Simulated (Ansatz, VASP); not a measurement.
# Two plane-wave programs on Li2O

INCAR

```
PREC     = Accurate       # precision mode
ENCUT    = 750            # plane-wave cutoff, eV
EDIFF    = 1E-6           # SCF threshold, eV
ISMEAR   = 0              # smearing method
SIGMA    = 0.02           # smearing width, eV
LREAL    = False          # projectors in reciprocal space
LASPH    = True           # aspherical terms in the spheres
NELM     = 120            # most SCF steps
ALGO     = Normal         # electronic algorithm
ISIF     = 2              # what is computed and relaxed
LWAVE    = False          # write WAVECAR
LCHARG   = False          # write CHGCAR
GGA      = PS             # functional
NBANDS   = 13             # bands
GGA_COMPAT= False
```

Contents of KPOINTS:

```
Automatic mesh
0
Gamma
  14 14 14
```

POSCAR

```
Li2O
1.0
    0.0000000000      2.2890547227      2.2890547227
    2.2890547227      0.0000000000      2.2890547227
    2.2890547227      2.2890547227      0.0000000000
Li O
2 1
Direct
    0.2500000000      0.2500000000      0.2500000000
    0.7500000000      0.7500000000      0.7500000000
    0.0000000000      0.0000000000      0.0000000000
```

Input for Ansatz:

```yaml
crystal:
  lattice:
    - [0.0, 2.2890547227, 2.2890547227]
    - [2.2890547227, 0.0, 2.2890547227]
    - [2.2890547227, 2.2890547227, 0.0]
  atoms:
    - { symbol: Li, position: [0.25, 0.25, 0.25] }
    - { symbol: Li, position: [0.75, 0.75, 0.75] }
    - { symbol: O, position: [0.0, 0.0, 0.0] }
basis:
  ecutwfc: 420
kpoints:
  mp_grid: { grid: [14, 14, 14] }
hamiltonian:
  xc: pbesol
  pseudopotentials: { kind: paw, azcp: { folder: soft_1 } }
scf:
  occupations: { method: gaussian, width: 0.02 }
output:
  forces: true
  stress: true
  eigenvalues: true
```

Alike in both runs: task single point; functional PBEsol; k mesh 14 × 14 × 14; occupations gaussian, width 0.02 eV; no spin polarisation.

```csv
,VASP,Ansatz
version,VASP 6.6.1,Ansatz 0.2.0
potentials or method,"VASP PAW PBE potentials, release 64 (Li_sv, O), cutoff 750 eV","scalar-relativistic, plane waves, PAW"
valence electrons in the cell,12,12
```

|  | VASP | Ansatz | Ansatz less VASP |
| --- | --- | --- | --- |
| gap on the k mesh at the Fermi level (eV) | 4.87 | 4.88 | +0.007 |
| least direct gap on the mesh (eV) | 5.35 | 5.35 | -0.003 |
| pressure (GPa) | 0.2 | 0.0 | -0.21 |

VASP's potentials were made for PBE, not for PBEsol, and Ansatz warns of the same on its side.
